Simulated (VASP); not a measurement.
A run of VASP 6.6.1:

Contents of POSCAR:

```
SiC
1.0
    0.0000000000      1.9894255490      1.9894255490
    1.9894255490      0.0000000000      1.9894255490
    1.9894255490      1.9894255490      0.0000000000
Si C
1 1
Direct
    0.0000000000      0.0000000000      0.0000000000
    0.2500000000      0.2500000000      0.2500000000
```

Contents of INCAR.step1:

```
PREC     = Accurate       # precision mode
ENCUT    = 660            # plane-wave cutoff, eV
ISMEAR   = 0              # smearing method
SIGMA    = 0.01           # smearing width, eV
LREAL    = F              # projectors in reciprocal space
LASPH    = T              # aspherical terms in the spheres
NELM     = 120            # most SCF steps
NBANDS   = 11             # bands
GGA      = PE             # functional
ALGO     = Normal         # electronic algorithm
EDIFF    = 1E-5           # SCF threshold, eV
LWAVE    = T              # write WAVECAR
LCHARG   = F              # write CHGCAR
GGA_COMPAT= F
```

The input INCAR.step2:

```
PREC     = Accurate       # precision mode
ENCUT    = 660            # plane-wave cutoff, eV
EDIFF    = 1E-6           # SCF threshold, eV
ISMEAR   = 0              # smearing method
SIGMA    = 0.01           # smearing width, eV
LREAL    = F              # projectors in reciprocal space
LASPH    = T              # aspherical terms in the spheres
NELM     = 120            # most SCF steps
ALGO     = Normal         # electronic algorithm
ISIF     = 2              # what is computed and relaxed
LWAVE    = F              # write WAVECAR
LCHARG   = T              # write CHGCAR
METAGGA  = R2SCAN         # meta-GGA
LMIXTAU  = T            
LELF     = T              # ELF
LVHAR    = T            
NBANDS   = 11             # bands
ISTART   = 1            
GGA_COMPAT= F
```

The input KPOINTS:

```
Automatic mesh
0
Gamma
  10 10 10
```

Potentials or basis: VASP PAW PBE potentials, release 64 (Si, C).

Launch:

```sh
$ cat potpaw_PBE.64/Si/POTCAR potpaw_PBE.64/C/POTCAR > POTCAR
$ cp INCAR.step1 INCAR
$ mpirun -np 1 vasp_std > vasp.out
$ cp INCAR.step2 INCAR
$ mpirun -np 1 vasp_std > vasp.out
```

Hardware: 1 thread of Intel(R) Xeon(R) 6975P-C (Granite Rapids), on a shared host.

Q: Estimate the wall time of this run.

A: It took 14 s on 1 thread of Intel(R) Xeon(R) 6975P-C (Granite Rapids), with other jobs on the host, peak memory 0.14 GiB. Counts: k points 47.
